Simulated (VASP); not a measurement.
Here is a VASP 6.6.1 calculation.

INCAR

```
SYSTEM = TaN
  ALGO = Normal
  EDIFF = 1E-6
  ENCUT = 600
  GGA = CA
  GGA_COMPAT = .FALSE.
  ISIF = 2
  ISMEAR = -1
  LASPH = .TRUE.
  LCHARG = .FALSE.
  LREAL = .FALSE.
  LWAVE = .FALSE.
  NBANDS = 15
  NELM = 120
  PREC = Accurate
  SIGMA = 0.1
```

File KPOINTS:

```
k-points
0
G
  5 5 4
  0 0 0
```

POSCAR

```
TaN
1.0
    2.9380000000      0.0000000000      0.0000000000
   -1.4690000000      2.5443826400      0.0000000000
    0.0000000000      0.0000000000      2.8830000000
Ta N
1 1
Direct
    0.3333333333      0.6666666667      0.5000000000
    0.0000000000      0.0000000000      0.0000000000
```

Potentials or basis: VASP PAW LDA potentials, release 64 (Ta_pv, N).

The run is started by

```bash
$ cat potpaw_LDA.64/Ta_pv/POTCAR potpaw_LDA.64/N/POTCAR > POTCAR
$ mpirun -np 1 vasp_std > vasp.out
```

Task: Predict the band gap on the k mesh.

Result: Zero (filled and empty bands touch).

Task: Estimate the pressure.

Result: -9.7 GPa.

Stress tensor (GPa, compression positive):
```
-10.27   0.00   0.00
  0.00 -10.27   0.00
  0.00   0.00  -8.48
```

Caveat: the k points lie up to 0.54 Å⁻¹ apart; spin-orbit coupling is left out, which moves the levels of the heavy elements.
